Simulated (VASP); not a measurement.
# PbO (P6_3/mmc) in VASP: notebook, part 2 of 3

VASP 6.6.1. Earlier steps stand in the parts before.

### Step 4. Single point, PBE

This run uses another cell than the first one, of 17.82 Å³/atom, 1.031 times its volume.

INCAR reads:

```
  ALGO = Normal
  EDIFF = 1E-7
  ENCUT = 520
  GGA = PE
  ISIF = 2
  ISMEAR = -1
  LASPH = True
  LCHARG = True
  LELF = True
  LREAL = False
  LVHAR = True
  LWAVE = False
  NBANDS = 28
  NELM = 60
  PREC = Accurate
  SIGMA = 0.02
```

KPOINTS reads:

```
k-points
0
Gamma
  12 12 4
```

POSCAR reads:

```
PbO
1.0
    3.5664584730      0.0000000000      0.0000000000
   -1.7832292365      3.0886436392      0.0000000000
    0.0000000000      0.0000000000      6.4701096420
Pb O
2 2
Direct
    0.0000000000      0.0000000000      0.0000000000
    0.0000000000      0.0000000000      0.5000000000
    0.3333333333      0.6666666667      0.2500000000
    0.6666666667      0.3333333333      0.7500000000
```

Potentials or basis: VASP PAW PBE potentials, release 64 (Pb_d, O).

Command:

```
> cat potpaw_PBE.64/Pb_d/POTCAR potpaw_PBE.64/O/POTCAR > POTCAR
> mpirun -np 1 vasp_std > vasp.out
```

OUTCAR:

```text
EDIFF = 1E-7
   ENCUT = 520
   GGA = PE
   ISIF = 2
   ISMEAR = -1
   LASPH = True
   LREAL = False
   NELM = 60
   PREC = Accurate

 ion  position               nearest neighbor table
   1  0.000  0.000  0.000-   3 2.62   4 2.62   4 2.62   3 2.62   4 2.62   3 2.62   2 3.24   2 3.24

   2  0.000  0.000  0.500-   3 2.62   4 2.62   4 2.62   3 2.62   4 2.62   3 2.62   1 3.24   1 3.24

   3  0.333  0.667  0.250-   1 2.62   2 2.62   1 2.62   2 2.62   1 2.62   2 2.62
   4  0.667  0.333  0.750-   1 2.62   2 2.62   1 2.62   2 2.62   1 2.62   2 2.62

  LATTYP: Found a hexagonal cell.
 ALAT       =     3.5664584730
 C/A-ratio  =     1.8141553283

  Lattice vectors:

 A1 = (   3.5664584730,   0.0000000000,   0.0000000000)
 A2 = (  -1.7832292365,   3.0886436392,   0.0000000000)
 A3 = (   0.0000000000,   0.0000000000,   6.4701096420)

Analysis of symmetry for initial positions (statically):
=====================================================================
 Subroutine PRICEL returns:
 Original cell was already a primitive cell.

 Routine SETGRP: Setting up the symmetry group for a
 hexagonal supercell.
[... 167 lines left out ...]
  ext. energy  EPLUGINS =         0.00000000
  ---------------------------------------------------
  free energy    TOTEN  =       -20.39799542 eV

  energy without entropy =      -20.39752535  energy(sigma->0) =      -20.39776039

 E-fermi :   6.8896     XC(G=0): -10.6168

 val. band max:        6.7162350671   @ k =   0.3333   0.3333   0.0000
 cond. band min:       6.9044914872   @ k =   0.0833   0.0000   0.0000
 fundamental gap:      0.1882564200
 Fermi energy:         6.8896440727

 k-point     1 :       0.0000    0.0000    0.0000
  band No.  band energies     occupation
      1     -11.1557      2.00000
      2     -10.5541      2.00000
      3     -10.2780      2.00000
      4     -10.0482      2.00000
      5     -10.0482      2.00000
      6     -10.0112      2.00000
[... 733 lines left out ...]
     27      14.6034      0.00000
     28      16.7955      0.00000

 [... further k-points ...]
[... 5 lines left out ...]
  --------------------------------------------------------------------------------------
  -------------------------------------------------------------------------------------
  Total        1.1808030      1.1808030      1.2302558      0.0000000     -0.0000000     -0.0000000
  in kB       26.5443088     26.5443088     27.6560004      0.0000000     -0.0000000     -0.0000000
  external PRESSURE =      26.9148727 kB  Pullay stress =       0.0000000 kB

 VOLUME and BASIS-vectors are now :
 -----------------------------------------------------------------------------
  energy-cutoff  :      520.00
  volume of cell :       71.27
      direct lattice vectors                 reciprocal lattice vectors
     3.566458473  0.000000000  0.000000000     0.280390199  0.161883357  0.000000000
    -1.783229236  3.088643639  0.000000000     0.000000000  0.323766713  0.000000000
     0.000000000  0.000000000  6.470109642     0.000000000  0.000000000  0.154556886

 POSITION                                       TOTAL-FORCE (eV/Angst)
 -----------------------------------------------------------------------------------
      0.00000      0.00000      0.00000         0.000000     -0.000000      0.000000
      0.00000      0.00000      3.23505         0.000000     -0.000000      0.000000
     -0.00000      2.05910      1.61753        -0.000000     -0.000000     -0.000000
      1.78323      1.02955      4.85258         0.000000      0.000000      0.000000
 -----------------------------------------------------------------------------------
    total drift:                                0.000000     -0.000000      0.000000

  FREE ENERGIE OF THE ION-ELECTRON SYSTEM (eV)
  ---------------------------------------------------
  free  energy   TOTEN  =       -20.3979954184 eV

  energy  without entropy=      -20.3975253519  energy(sigma->0) =      -20.39776039
```

OSZICAR:

```text
N       E                     dE             d eps       ncg     rms          rms(c)
DAV:   1     0.478033129620E+03    0.47803E+03   -0.19832E+04  3192   0.174E+03
DAV:   2     0.364886020710E+02   -0.44154E+03   -0.42389E+03  3348   0.463E+02
DAV:   3    -0.221893434866E+02   -0.58678E+02   -0.57049E+02  3936   0.185E+02
DAV:   4    -0.247446658022E+02   -0.25553E+01   -0.25467E+01  3652   0.405E+01
DAV:   5    -0.248342810491E+02   -0.89615E-01   -0.89607E-01  3832   0.779E+00    0.121E+01
DAV:   6    -0.209532820348E+02    0.38810E+01   -0.26163E+01  4784   0.339E+01    0.711E+00
DAV:   7    -0.204231012790E+02    0.53018E+00   -0.36253E+00  4148   0.146E+01    0.231E+00
DAV:   8    -0.204297397315E+02   -0.66385E-02   -0.80141E-01  3736   0.677E+00    0.161E+00
DAV:   9    -0.203974619141E+02    0.32278E-01   -0.64929E-02  3968   0.213E+00    0.275E-01
DAV:  10    -0.203990857209E+02   -0.16238E-02   -0.13443E-02  3524   0.725E-01    0.307E-01
DAV:  11    -0.203979976657E+02    0.10881E-02   -0.30061E-03  3468   0.323E-01    0.412E-02
DAV:  12    -0.203979982992E+02   -0.63354E-06   -0.15713E-04  3828   0.879E-02    0.219E-02
DAV:  13    -0.203979950372E+02    0.32621E-05   -0.34295E-05  4120   0.571E-02    0.554E-03
DAV:  14    -0.203979954852E+02   -0.44800E-06   -0.17599E-06  3924   0.150E-02    0.197E-03
DAV:  15    -0.203979954184E+02    0.66788E-07   -0.37344E-07  2860   0.501E-03
   1 F= -.20397995E+02 E0= -.20397760E+02  d E =-.470066E-03
```

It took 1.8 min on 1 thread of Intel Xeon 6975P-C (Granite Rapids), shared host; peak memory 0.24 GiB.

Results:

```yaml
Free_energy: -20.3980 eV
Pressure: 2.7 GPa
Band_gap_on_the_k_mesh: zero (band 20 reaches 6.90 eV, above the bottom of band 21 at 6.55 eV)
```

Caveat: spin-orbit coupling is left out, which moves the levels of the heavy elements.

### Step 5. Single point, r2SCAN (volume changed by +3%)

POSCAR reads:

```
PbO
1.0
    3.6017722396      0.0000000000      0.0000000000
   -1.8008861198      3.1192262582      0.0000000000
    0.0000000000      0.0000000000      6.5341742999
Pb O
2 2
Direct
    0.0000000000      0.0000000000      0.0000000000
    0.0000000000      0.0000000000      0.5000000000
    0.3333333333      0.6666666667      0.2500000000
    0.6666666667      0.3333333333      0.7500000000
```

INCAR.step1 reads:

```
SYSTEM = PbO
ALGO = Normal
EDIFF = 1E-4
ENCUT = 520
GGA = PE
ISMEAR = -1
LASPH = .TRUE.
LCHARG = .FALSE.
LREAL = .FALSE.
LWAVE = .TRUE.
NBANDS = 28
NELM = 100
PREC = Accurate
SIGMA = 0.02
```

INCAR.step2 reads:

```
SYSTEM = PbO
ALGO = Normal
EDIFF = 1E-7
ENCUT = 520
ISIF = 2
ISMEAR = -1
ISTART = 1
LASPH = .TRUE.
LCHARG = .FALSE.
LMIXTAU = .TRUE.
LREAL = .FALSE.
LWAVE = .FALSE.
METAGGA = R2SCAN
NBANDS = 28
NELM = 100
PREC = Accurate
SIGMA = 0.02
```

KPOINTS reads:

```
k-points
0
G
  9 9 4
  0 0 0
```

Potentials or basis: VASP PAW PBE potentials, release 64 (Pb_d, O).

Command:

```
> cat potpaw_PBE.64/Pb_d/POTCAR potpaw_PBE.64/O/POTCAR > POTCAR
> cp INCAR.step1 INCAR
> mpirun -np 1 vasp_std > vasp.out
> cp INCAR.step2 INCAR
> mpirun -np 1 vasp_std > vasp.out
```

OUTCAR:

```text
SYSTEM = PbO
   EDIFF = 1E-7
   ENCUT = 520
   ISIF = 2
   ISMEAR = -1
   ISTART = 1
   LASPH = .TRUE.
   LREAL = .FALSE.
   METAGGA = R2SCAN
   NELM = 100
   PREC = Accurate

 ion  position               nearest neighbor table
   1  0.000  0.000  0.000-   3 2.64   4 2.64   4 2.64   3 2.64   4 2.64   3 2.64   2 3.27   2 3.27

   2  0.000  0.000  0.500-   3 2.64   4 2.64   4 2.64   3 2.64   4 2.64   3 2.64   1 3.27   1 3.27

   3  0.333  0.667  0.250-   1 2.64   2 2.64   1 2.64   2 2.64   1 2.64   2 2.64
   4  0.667  0.333  0.750-   1 2.64   2 2.64   1 2.64   2 2.64   1 2.64   2 2.64

  LATTYP: Found a hexagonal cell.
 ALAT       =     3.6017722396
 C/A-ratio  =     1.8141553283

  Lattice vectors:

 A1 = (   3.6017722396,   0.0000000000,   0.0000000000)
 A2 = (  -1.8008861198,   3.1192262582,   0.0000000000)
 A3 = (   0.0000000000,   0.0000000000,   6.5341742999)

Analysis of symmetry for initial positions (statically):
=====================================================================
 Subroutine PRICEL returns:
 Original cell was already a primitive cell.

 Routine SETGRP: Setting up the symmetry group for a
 hexagonal supercell.

 Subroutine GETGRP returns: Found 24 space group operations
 (whereof 12 operations were pure point group operations)
 out of a pool of 24 trial point group operations.

The static configuration has the point symmetry D_3d.
 The point group associated with its full space group is D_6h.

Analysis of symmetry for dynamics (positions and initial velocities):
=====================================================================
 Subroutine PRICEL returns:
 Original cell was already a primitive cell.

 Routine SETGRP: Setting up the symmetry group for a
 hexagonal supercell.

 Subroutine GETGRP returns: Found 24 space group operations
 (whereof 12 operations were pure point group operations)
 out of a pool of 24 trial point group operations.

The dynamic configuration has the point symmetry D_3d.
 The point group associated with its full space group is D_6h.

 Subroutine INISYM returns: Found 24 space group operations
[... 115 lines left out ...]
   EFERMI =   0.00;   METHOD = LEGACY
   ISMEAR =    -1;   SIGMA  =   0.02  broadening in eV -4-tet -1-fermi 0-gaus
   EFERMI_NEDOS =   21; number of points for ismear=-14 and -15
   IALGO  =     38    algorithm
   IMIX   =      4    mixing-type and parameters
     AMIX     =   0.40;   BMIX     =  1.00
     AMIX_MAG =   1.60;   BMIX_MAG =  1.00
  volume/ion in A,a.u.               =      18.35       123.85
  Fermi-wavevector in a.u.,A,eV,Ry     =   1.337140  2.526828 24.326447  1.787943
  Thomas-Fermi vector in A             =   2.465712
   LORBIT       =      0    0 simple, 1 ext, 2 COOP (PROOUT), +10 PAW based schemes
   METAGGA = R2SCAN    functional components
   LHFCALC =     F    Hartree Fock is set to
   AEXX    =    0.0000 exact exchange contribution
   IVDW    =     0    specifies the selected vdW correction
   LEPSILON=     F    determine dielectric tensor
   LRPA    =     F    only Hartree local field effects (RPA)
 non-spin polarized calculation
  energy-cutoff  :      520.00
  volume of cell :       73.41
 maximum number of plane-waves:      1998
 NGX is ok and might be reduce to    28
   NGX = 13   NGY = 13   NGZ = 25

 number of electron      39.9999996 magnetization

 Free energy of the ion-electron system (eV)
  ---------------------------------------------------
  ext. energy  EPLUGINS =         0.00000000
  ---------------------------------------------------
  free energy    TOTEN  =      -128.19019387 eV

  energy without entropy =     -128.19017363  energy(sigma->0) =     -128.19018375

 E-fermi :   6.3680     XC(G=0): -11.0728

 val. band max:        6.2413401476   @ k =   0.1111   0.0000   0.0000
 cond. band min:       6.4956132880   @ k =   0.4444   0.0000   0.0000
 fundamental gap:      0.2542731405
 Fermi energy:         6.3680110114

 k-point     1 :       0.0000    0.0000    0.0000
  band No.  band energies     occupation
      1     -12.5064      2.00000
      2     -12.0004      2.00000
      3     -11.4048      2.00000
      4     -11.1835      2.00000
      5     -11.1835      2.00000
      6     -11.1506      2.00000
[... 733 lines left out ...]
     27      16.8952      0.00000
     28      16.8952      0.00000

 [... further k-points ...]
[... 5 lines left out ...]
  --------------------------------------------------------------------------------------
  -------------------------------------------------------------------------------------
  Total       -1.0279447     -1.0279447     -1.4321679      0.0000000     -0.0000000      0.0000000
  in kB      -22.4350228    -22.4350228    -31.2572438      0.0000000     -0.0000000      0.0000000
  external PRESSURE =     -25.3757631 kB  Pullay stress =       0.0000000 kB

 VOLUME and BASIS-vectors are now :
 -----------------------------------------------------------------------------
  energy-cutoff  :      520.00
  volume of cell :       73.41
      direct lattice vectors                 reciprocal lattice vectors
     3.601772240  0.000000000  0.000000000     0.277641098  0.160296163  0.000000000
    -1.800886120  3.119226258  0.000000000     0.000000000  0.320592326  0.000000000
     0.000000000  0.000000000  6.534174300     0.000000000  0.000000000  0.153041525

 POSITION                                       TOTAL-FORCE (eV/Angst)
 -----------------------------------------------------------------------------------
      0.00000      0.00000      0.00000         0.000000      0.000000      0.000000
      0.00000      0.00000      3.26709        -0.000000      0.000000      0.000000
     -0.00000      2.07948      1.63354        -0.000000      0.000000      0.000000
      1.80089      1.03974      4.90063         0.000000     -0.000000     -0.000000
 -----------------------------------------------------------------------------------
    total drift:                                0.000000     -0.000000      0.000000

  FREE ENERGIE OF THE ION-ELECTRON SYSTEM (eV)
  ---------------------------------------------------
  free  energy   TOTEN  =      -128.1901938689 eV

  energy  without entropy=     -128.1901736345  energy(sigma->0) =     -128.19018375
```

OUTCAR.step1:

```text
SYSTEM = PbO
   EDIFF = 1E-4
   ENCUT = 520
   GGA = PE
   ISMEAR = -1
   LASPH = .TRUE.
   LREAL = .FALSE.
   NELM = 100
[... 975 lines left out ...]
      0.00000      0.00000      3.26709         0.000000     -0.000000     -0.000000
     -0.00000      2.07948      1.63354         0.000000      0.000000      0.000000
      1.80089      1.03974      4.90063        -0.000000     -0.000000      0.000000
 -----------------------------------------------------------------------------------
    total drift:                                0.000000     -0.000000      0.000000

  FREE ENERGIE OF THE ION-ELECTRON SYSTEM (eV)
  ---------------------------------------------------
  free  energy   TOTEN  =       -20.4162607002 eV

  energy  without entropy=      -20.4154117768  energy(sigma->0) =      -20.41583624
```

OSZICAR.step1:

```text
N       E                     dE             d eps       ncg     rms          rms(c)
DAV:   1     0.474890024502E+03    0.47489E+03   -0.20074E+04  2024   0.174E+03
DAV:   2     0.363007047802E+02   -0.43859E+03   -0.42173E+03  2084   0.461E+02
DAV:   3    -0.222170517482E+02   -0.58518E+02   -0.56571E+02  2556   0.184E+02
DAV:   4    -0.248470524105E+02   -0.26300E+01   -0.26203E+01  2292   0.407E+01
DAV:   5    -0.249387410395E+02   -0.91689E-01   -0.91681E-01  2424   0.793E+00    0.122E+01
DAV:   6    -0.210467825008E+02    0.38920E+01   -0.27421E+01  2984   0.335E+01    0.742E+00
DAV:   7    -0.204436024741E+02    0.60318E+00   -0.39439E+00  2652   0.145E+01    0.232E+00
DAV:   8    -0.204513236142E+02   -0.77211E-02   -0.83516E-01  2368   0.709E+00    0.159E+00
DAV:   9    -0.204157585936E+02    0.35565E-01   -0.67225E-02  2592   0.241E+00    0.294E-01
DAV:  10    -0.204180425461E+02   -0.22840E-02   -0.18225E-02  2264   0.860E-01    0.385E-01
DAV:  11    -0.204162598047E+02    0.17827E-02   -0.45402E-03  2188   0.390E-01    0.507E-02
DAV:  12    -0.204162607002E+02   -0.89551E-06   -0.17417E-04  1632   0.105E-01
   1 F= -.20416261E+02 E0= -.20415836E+02  d E =-.848923E-03
```

It took 5.3 min on 1 thread of Intel Xeon 6975P-C (Granite Rapids), shared host; peak memory 0.23 GiB.

Results:

```yaml
Free_energy: -128.1902 eV
Pressure: -2.5 GPa
Band_gap_on_the_k_mesh: 0.25 eV, indirect (least direct gap 0.30 eV)
```

Caveat: the cell differs from its parent crystal (volume changed by +3%); the PAW data sets were made with another functional, which shifts forces and pressure a little; spin-orbit coupling is left out, which moves the levels of the heavy elements.

### Step 6. Single point, r2SCAN (volume changed by +6%)

POSCAR reads:

```
PbO
1.0
    3.6364067897      0.0000000000      0.0000000000
   -1.8182033949      3.1492206584      0.0000000000
    0.0000000000      0.0000000000      6.5970067535
Pb O
2 2
Direct
    0.0000000000      0.0000000000      0.0000000000
    0.0000000000      0.0000000000      0.5000000000
    0.3333333333      0.6666666667      0.2500000000
    0.6666666667      0.3333333333      0.7500000000
```

INCAR.step1 reads:

```
PREC     = Accurate       # precision mode
ENCUT    = 520            # plane-wave cutoff, eV
ISMEAR   = -1             # smearing method
SIGMA    = 0.02           # smearing width, eV
LREAL    = F              # projectors in reciprocal space
LASPH    = T              # aspherical terms in the spheres
NELM     = 100            # most SCF steps
NBANDS   = 28             # bands
GGA      = PE             # functional
ALGO     = Normal         # electronic algorithm
EDIFF    = 1E-4           # SCF threshold, eV
LWAVE    = T              # write WAVECAR
LCHARG   = F              # write CHGCAR
```

INCAR.step2 reads:

```
PREC     = Accurate       # precision mode
ENCUT    = 520            # plane-wave cutoff, eV
EDIFF    = 1E-6           # SCF threshold, eV
ISMEAR   = -1             # smearing method
SIGMA    = 0.02           # smearing width, eV
LREAL    = F              # projectors in reciprocal space
LASPH    = T              # aspherical terms in the spheres
NELM     = 100            # most SCF steps
ALGO     = Normal         # electronic algorithm
ISIF     = 2              # what is computed and relaxed
LWAVE    = F              # write WAVECAR
LCHARG   = F              # write CHGCAR
METAGGA  = R2SCAN         # meta-GGA
LMIXTAU  = T            
NBANDS   = 28             # bands
ISTART   = 1
```

KPOINTS reads:

```
Automatic mesh
0
Gamma
  9 9 4
```

Potentials or basis: VASP PAW PBE potentials, release 64 (Pb_d, O).

Command:

```
> cat potpaw_PBE.64/Pb_d/POTCAR potpaw_PBE.64/O/POTCAR > POTCAR
> cp INCAR.step1 INCAR
> mpirun -np 1 vasp_std > vasp.out
> cp INCAR.step2 INCAR
> mpirun -np 1 vasp_std > vasp.out
```

Wall time 4.9 min (1 thread of Intel Xeon 6975P-C (Granite Rapids), shared host); peak memory 0.23 GiB.

Results (log left out):

```
Free energy            : -128.1426 eV
Pressure               : -4.9 GPa
Band gap on the k mesh : 0.22 eV, direct
```

Stress tensor (GPa, compression positive):
```
-4.33  0.00  0.00
 0.00 -4.33  0.00
 0.00  0.00 -5.89
```

Levels at points of the mesh, in eV from the valence-band top:
```csv
k point,band 17,band 18,band 19,band 20,band 21,band 22,band 23,band 24
"(0.00, 0.00, 0.00)",-2.29,-1.94,-1.94,0.00,0.22,6.24,6.24,7.58
"(0.00, 0.00, 0.50)",-2.11,-2.11,-1.93,-1.93,3.59,3.59,6.78,6.78
```

Caveat: the cell differs from its parent crystal (volume changed by +6%); the PAW data sets were made with another functional, which shifts forces and pressure a little; spin-orbit coupling is left out, which moves the levels of the heavy elements. A k mesh can miss the band edges.

[end of part 2 of 3]
